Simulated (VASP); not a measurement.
# MgS (Fm-3m) in VASP: a series of runs, part 4 of 4

VASP 6.6.1. The steps go on from the part before.

## (6) Vibrations by perturbation theory, PBEsol

This run uses another cell than the first one, of 16.97 Å³/atom, 1.126 times its volume.

Contents of INCAR:

```
ALGO     = Normal         # electronic algorithm
EDIFF    = 1E-8           # SCF threshold, eV
ENCUT    = 520            # plane-wave cutoff, eV
GGA      = PS             # functional
IBRION   = 8              # ionic algorithm
ISIF     = 2              # what is computed and relaxed
ISMEAR   = 0              # smearing method
LASPH    = T              # aspherical terms in the spheres
LCHARG   = F              # write CHGCAR
LREAL    = F              # projectors in reciprocal space
LWAVE    = F              # write WAVECAR
NBANDS   = 11             # bands
NELM     = 100            # most SCF steps
NSW      = 1              # ionic steps
PREC     = Accurate       # precision mode
SIGMA    = 0.01           # smearing width, eV
```

Contents of KPOINTS:

```
k-points
0
Gamma
  8 8 8
```

Contents of POSCAR:

```
MgS
1.0
    2.5699591888      2.5699591888      0.0000000000
   -2.5699591888      2.5699591888      0.0000000000
    0.0000000000      2.5699591888      2.5699591888
Mg S
1 1
Direct
    0.0000000000      0.0000000000      0.0000000000
    0.5000000000      0.5000000000      0.0000000000
```

Potentials or basis: VASP PAW PBE potentials, release 64 (Mg, S).

Run with:

```
cat potpaw_PBE.64/Mg/POTCAR potpaw_PBE.64/S/POTCAR > POTCAR
mpirun -np 1 vasp_std > vasp.out
```

OUTCAR:

```text
EDIFF = 1E-8
   ENCUT = 520
   GGA = PS
   IBRION = 8
   ISIF = 2
   ISMEAR = 0
   LASPH = T
   LREAL = F
   NELM = 100
   NSW = 1
   PREC = Accurate

 ion  position               nearest neighbor table
   1  0.000  0.000  0.000-   2 2.57   2 2.57   2 2.57   2 2.57   2 2.57   2 2.57
   2  0.500  0.500  0.000-   1 2.57   1 2.57   1 2.57   1 2.57   1 2.57   1 2.57

  LATTYP: Found a face centered cubic cell.
 ALAT       =     5.1399183776

  Lattice vectors:

 A1 = (   0.0000000000,   2.5699591888,   2.5699591888)
 A2 = (   2.5699591888,   0.0000000000,   2.5699591888)
 A3 = (   2.5699591888,   2.5699591888,   0.0000000000)

Analysis of symmetry for initial positions (statically):
=====================================================================
 Subroutine PRICEL returns:
 Original cell was already a primitive cell.

 Routine SETGRP: Setting up the symmetry group for a
 face centered cubic supercell.

 Subroutine GETGRP returns: Found 48 space group operations
 (whereof 48 operations were pure point group operations)
 out of a pool of 48 trial point group operations.

The static configuration has the point symmetry O_h .

Analysis of symmetry for dynamics (positions and initial velocities):
=====================================================================
 Subroutine PRICEL returns:
 Original cell was already a primitive cell.

 Routine SETGRP: Setting up the symmetry group for a
 face centered cubic supercell.

 Subroutine GETGRP returns: Found 48 space group operations
 (whereof 48 operations were pure point group operations)
 out of a pool of 48 trial point group operations.

The dynamic configuration has the point symmetry O_h .

 Subroutine INISYM returns: Found 48 space group operations
 (whereof 48 operations are pure point group operations),
 and found     1 'primitive' translations

----------------------------------------------------------------------------------------

                                     Primitive cell

  volume of cell :      33.9476

  direct lattice vectors                    reciprocal lattice vectors
     2.569959189  2.569959189  0.000000000     0.194555619  0.194555619 -0.194555619
    -2.569959189  2.569959189  0.000000000    -0.194555619  0.194555619 -0.194555619
     0.000000000  2.569959189  2.569959189     0.000000000  0.000000000  0.389111237

  length of vectors
     3.634471140  3.634471140  3.634471140     0.336980216  0.336980216  0.389111237

  position of ions in fractional coordinates (direct lattice)
     0.000000000  0.000000000  0.000000000
     0.500000000  0.500000000  0.000000000

  ion indices of the primitive-cell ions
   primitive index   ion index
                 1           1
                 2           2

[... 138 lines left out ...]
      9      14.3611      0.00000
     10      14.3611      0.00000
     11      16.3921      0.00000
[... 309 lines left out ...]
 k-point    24 :       0.5000    0.2500    0.1250
  band No.  band energies     occupation
      1      -7.2514      2.00000
      2      -0.5403      2.00000
      3       1.7199      2.00000
      4       2.7724      2.00000
      5       9.5986      0.00000
      6      10.0761      0.00000
      7      12.4735      0.00000
      8      13.5208      0.00000
      9      16.3342      0.00000
     10      17.5450      0.00000
     11      19.6541      0.00000

 [... further k-points ...]

------------------------ aborting loop because EDIFF is reached ----------------------------------------

  FORCE on cell =-STRESS in cart. coord.  units (eV):
  Direction    XX          YY          ZZ          XY          YZ          ZX
  --------------------------------------------------------------------------------------
  -------------------------------------------------------------------------------------
  Total        0.3851018      0.3851018      0.3851018      0.0000000      0.0000000     -0.0000000
  in kB       18.1751293     18.1751293     18.1751293      0.0000000      0.0000000     -0.0000000
  external PRESSURE =      18.1751293 kB  Pullay stress =       0.0000000 kB

 VOLUME and BASIS-vectors are now :
 -----------------------------------------------------------------------------
  energy-cutoff  :      520.00
  volume of cell :       33.95
      direct lattice vectors                 reciprocal lattice vectors
     2.569959189  2.569959189  0.000000000     0.194555619  0.194555619 -0.194555619
    -2.569959189  2.569959189  0.000000000    -0.194555619  0.194555619 -0.194555619
     0.000000000  2.569959189  2.569959189     0.000000000  0.000000000  0.389111237

 POSITION                                       TOTAL-FORCE (eV/Angst)
 -----------------------------------------------------------------------------------
      0.00000      0.00000      0.00000        -0.000000     -0.000000      0.000000
      0.00000      2.56996      0.00000         0.000000      0.000000      0.000000
 -----------------------------------------------------------------------------------
    total drift:                               -0.000000      0.000000     -0.000000

  FREE ENERGIE OF THE ION-ELECTRON SYSTEM (eV)
  ---------------------------------------------------
  free  energy   TOTEN  =        -9.0706840509 eV

  energy  without entropy=       -9.0706840509  energy(sigma->0) =       -9.07068405

[... ionic steps 2 to 3 ...]

--------------------------------------- Ionic step        4  -------------------------------------------

------------------------ aborting loop because EDIFF is reached ----------------------------------------

[... ionic steps 5 to 6 ...]

--------------------------------------- Ionic step        7  -------------------------------------------

 Free energy of the ion-electron system (eV)
  ---------------------------------------------------
  ---------------------------------------------------
  free energy    TOTEN  =        -0.10601855 eV

  energy without entropy =       -0.10601855

------------------------ aborting loop because EDIFF is reached ----------------------------------------

 INTERNAL STRAIN TENSOR  FOR ION    2  DIRECTION 1   (eV/Angst):
 -----------------------------------------------------------------------------
     0.01751 -0.00000 -0.00000
    -0.00000 -0.01671 -0.00000
    -0.00000 -0.00000 -0.01671

 INTERNAL STRAIN TENSOR FOR ION    2 for displacements in x,y,z  (eV/Angst):
          X           Y           Z          XY          YZ          ZX
  --------------------------------------------------------------------------------
  x     0.00000     0.00000     0.00000     0.00000     0.00000     0.00000
  y     0.00000     0.00000     0.00000     0.00000     0.00000     0.00000
  z     0.00000     0.00000     0.00000     0.00000     0.00000     0.00000

 SECOND DERIVATIVES (NOT SYMMETRIZED)
 ------------------------------------
               1X          1Y          1Z          2X          2Y          2Z
  1X    -3.426949    0.000000   -0.000000    3.426949   -0.000000    0.000000
  1Y    -0.000000   -3.426949    0.000000    0.000000    3.426949   -0.000000
  1Z    -0.000000   -0.000000   -3.426949    0.000000    0.000000    3.426949
  2X     3.421203   -0.000000    0.000000   -3.421203    0.000000   -0.000000
  2Y     0.000000    3.421203   -0.000000   -0.000000   -3.421203    0.000000
  2Z     0.000000   -0.000000    3.421203   -0.000000    0.000000   -3.421203

 Eigenvectors and eigenvalues of the dynamical matrix
 ----------------------------------------------------

   1 f  =    7.780459 THz    48.886064 2PiTHz  259.528167 cm-1    32.177377 meV
             X         Y         Z           dx          dy          dz
      0.000000  0.000000  0.000000    -0.754487    0.000000    0.000000
      0.000000  2.569959  0.000000     0.656315   -0.000000    0.000000
[... 21 lines left out ...]
   6 f/i=    0.003233 THz     0.020311 2PiTHz    0.107830 cm-1     0.013369 meV
             X         Y         Z           dx          dy          dz
      0.000000  0.000000  0.000000     0.000000   -0.429689   -0.496102
      0.000000  2.569959  0.000000     0.000000   -0.493962   -0.570309

--------------------------------------------------------------------------------------------------------

 ELASTIC MODULI CONTR FROM IONIC RELAXATION (kBar)
 Direction    XX          YY          ZZ          XY          YZ          ZX
 --------------------------------------------------------------------------------
 XX           0.0000      0.0000      0.0000      0.0000      0.0000      0.0000
 YY           0.0000      0.0000      0.0000      0.0000      0.0000      0.0000
 ZZ           0.0000      0.0000      0.0000      0.0000      0.0000      0.0000
 XY           0.0000      0.0000      0.0000      0.0000      0.0000      0.0000
 YZ           0.0000      0.0000      0.0000      0.0000      0.0000      0.0000
 ZX           0.0000      0.0000      0.0000      0.0000      0.0000      0.0000
 --------------------------------------------------------------------------------
```

It took 39 s on 1 thread of Intel Xeon 6975P-C (Granite Rapids), shared host; peak memory 0.2 GiB.

What came out:

| Item | Value |
| --- | --- |
| Highest phonon frequency at Γ, LO-TO splitting left out | 260 cm⁻¹ |

Phonon frequencies in cm⁻¹ (negative: imaginary):
| q point | frequencies |
| --- | --- |
| (0.000, 0.000, 0.000) | 0 0 0 260 260 260 |

Caveat: the cell wasn't relaxed at this level first, which shifts response properties; the PAW data sets were made with another functional, which shifts forces and pressure a little.
